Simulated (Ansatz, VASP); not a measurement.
**CdS in VASP and in Ansatz**

File INCAR:

```
SYSTEM = CdS
PREC = Accurate ; ENCUT = 600
EDIFF = 1E-6 ; ISMEAR = -1
SIGMA = 0.05 ; LREAL = .FALSE.
LASPH = .TRUE. ; NELM = 80
ALGO = Normal ; ISIF = 3
LWAVE = .FALSE. ; LCHARG = .FALSE.
GGA = RE ; IVDW = 13
IBRION = 2 ; NSW = 60
EDIFFG = -0.01
```

File KPOINTS:

```
Automatic mesh
0
G
  8 8 8
  0 0 0
```

Contents of POSCAR:

```
CdS
1.0
    0.0000000000      2.9165000000      2.9165000000
    2.9165000000      0.0000000000      2.9165000000
    2.9165000000      2.9165000000      0.0000000000
Cd S
1 1
Direct
    0.0000000000      0.0000000000      0.0000000000
    0.7500000000      0.7500000000      0.7500000000
```

Contents of input.yaml:

```yaml
crystal:
  lattice:
    - [0.0, 2.9165, 2.9165]
    - [2.9165, 0.0, 2.9165]
    - [2.9165, 2.9165, 0.0]
  atoms:
    - { symbol: Cd, position: [0.0, 0.0, 0.0] }
    - { symbol: S, position: [0.75, 0.75, 0.75] }
hamiltonian:
  xc: revpbe
  pseudopotentials: { kind: paw }
  dispersion: d4
kpoints:
  mp_grid: { grid: [8, 8, 8] }
scf:
  occupations: { method: fermi_dirac, width: 0.05 }
output:
  forces: true
  stress: true
relax:
  f_tol: 0.01
  max_steps: 40
  cell: { stress_tol: 0.05 }
```

Alike in both runs: task relaxation of cell and atoms; functional revPBE; dispersion D4; k mesh 8 × 8 × 8; occupations fermi-dirac, width 0.05 eV; no spin polarisation.

|  | VASP | Ansatz |
| --- | --- | --- |
| version | VASP 6.6.1 | Ansatz 0.2.0 |
| potentials or method | VASP PAW PBE potentials, release 64 (Cd, S) | Ansatz PAW |
| plane-wave cutoff (eV) | 600 | 420 |
| valence electrons in the cell | 18 | 26 |

```csv
,VASP,Ansatz,Ansatz less VASP
relaxed volume (Å³/atom),25.10,24.96,-0.139
relaxed cell length with the largest relative difference (Å),4.141,4.133,-0.0077
```

VASP's potentials were made for PBE, not for revPBE. VASP's potentials hold 18 valence electrons a cell and Ansatz's 26, so a difference there can come from the potentials and not from the codes.

Noted on Ansatz's run: the plane-wave basis is chosen anew once the cell has moved, so the energies of steps on either side of that aren't comparable.
